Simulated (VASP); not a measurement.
NiO: single point with PBEsol+D3(BJ)

NiO:

```xyz
2
Lattice="0.0000 2.0577 2.0577 2.0577 0.0000 2.0577 2.0577 2.0577 0.0000" Properties=species:S:1:pos:R:3 pbc="T T T"
Ni    0.0000    0.0000    0.0000
O     2.0577    2.0577    2.0577
```

- Program: VASP 6.6.1
- Task: single point
- Functional: PBEsol
- Dispersion: D3(BJ)
- Potentials or basis: VASP PAW PBE potentials, release 64 (Ni, O)
- Cutoff: 520 eV
- k mesh: 11 × 11 × 11
- Occupations: fermi-dirac, width 0.05 eV
- Spin: collinear spin, ferromagnetic start
- Starting moments: [1.0, 0.0] μB
- Dipole correction: no
- Further INCAR settings: ALGO = Normal; EDIFF = 1e-06; NBANDS = 19

```json
{"Pressure": "-1.8 GPa", "Net moment": "1.24 μB per cell", "Site moments": "Ni +1.03; O +0.17 μB", "Valence electrons inside the program's atomic spheres": "Ni 9.12; O 4.95", "Dispersion energy per atom": "-0.226 eV"}
```

Levels at points of the mesh, in eV from the Fermi level:
Spin up:
| k point | band 5 | band 6 | band 7 | band 8 | band 9 | band 10 | band 11 | band 12 | band 13 | band 14 |
| --- | --- | --- | --- | --- | --- | --- | --- | --- | --- | --- |
| (0.00, 0.00, 0.00) | -2.71 | -2.71 | -2.51 | -2.51 | -2.51 | 1.68 | 17.72 | 19.13 | 19.13 | 19.13 |
Spin down:
| k point | band 5 | band 6 | band 7 | band 8 | band 9 | band 10 |
| --- | --- | --- | --- | --- | --- | --- |
| (0.00, 0.00, 0.00) | -1.87 | -1.87 | -1.87 | -1.06 | -1.06 | 1.93 |

Run time: 30 s on 1 thread of Intel(R) Xeon(R) 6975P-C (Granite Rapids), on a shared host, peak memory 0.17 GiB.

Caveat: the PAW data sets were made with another functional, which shifts forces and pressure a little; a cell with one magnetic atom can't hold antiferromagnetic order, which such compounds often take; semilocal functionals often make such compounds metallic where correlation or magnetic order opens a gap, which also shifts bond lengths. With open d or f shells a metallic result of PBEsol can be an artefact of self-interaction; +U or a hybrid may open a gap.
